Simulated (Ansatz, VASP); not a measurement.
Two plane-wave programs on SnTe

File INCAR:

```
  PREC = Accurate
  ENCUT = 500
  EDIFF = 1E-6
  ISMEAR = 0
  SIGMA = 0.05
  LREAL = F
  LASPH = T
  NELM = 120
  ALGO = Normal
  ISIF = 2
  LWAVE = F
  LCHARG = F
  GGA = PE
  NBANDS = 17
  GGA_COMPAT = F
```

The input KPOINTS:

```
regular mesh
0
Gamma
  4 4 4
```

Contents of POSCAR:

```
SnTe
1.0
    0.0000000000      3.6699118360      3.6699118360
    3.6699118360      0.0000000000      3.6699118360
    3.6699118360      3.6699118360      0.0000000000
Sn Te
1 1
Direct
    0.0000000000      0.0000000000      0.0000000000
    0.2500000000      0.2500000000      0.2500000000
```

Input for Ansatz:

```yaml
crystal:
  lattice:
    - [0.0, 3.669911836, 3.669911836]
    - [3.669911836, 0.0, 3.669911836]
    - [3.669911836, 3.669911836, 0.0]
  atoms:
    - { symbol: Sn, position: [0.0, 0.0, 0.0] }
    - { symbol: Te, position: [0.25, 0.25, 0.25] }
basis:
  ecutwfc: 420
kpoints:
  mp_grid: { grid: [4, 4, 4] }
hamiltonian:
  xc: pbe
scf:
  occupations: { method: gaussian, width: 0.05 }
output:
  forces: true
  stress: true
  eigenvalues: true
```

Alike in both runs: task single point; functional PBE; k mesh 4 × 4 × 4; occupations gaussian, width 0.05 eV; no spin polarisation.

```csv
,VASP,Ansatz
version,VASP 6.6.1,Ansatz 0.2.0
potentials or method,"VASP PAW PBE potentials, release 64 (Sn_d, Te), cutoff 500 eV","scalar-relativistic, plane waves, PAW"
valence electrons in the cell,20,30
```

|  | VASP | Ansatz | Ansatz less VASP |
| --- | --- | --- | --- |
| gap on the k mesh at the Fermi level (eV) | 0.22 | 0.23 | +0.002 |
| least direct gap on the mesh (eV) | 0.85 | 0.85 | +0.001 |
| pressure (GPa) | -1.2 | -1.2 | +0.01 |

With one functional, cell and mesh, what is left measures potentials, basis and numerics. VASP's potentials hold 20 valence electrons a cell and Ansatz's 30, so a difference there can come from the potentials and not from the codes.

Spin-orbit coupling is off throughout.
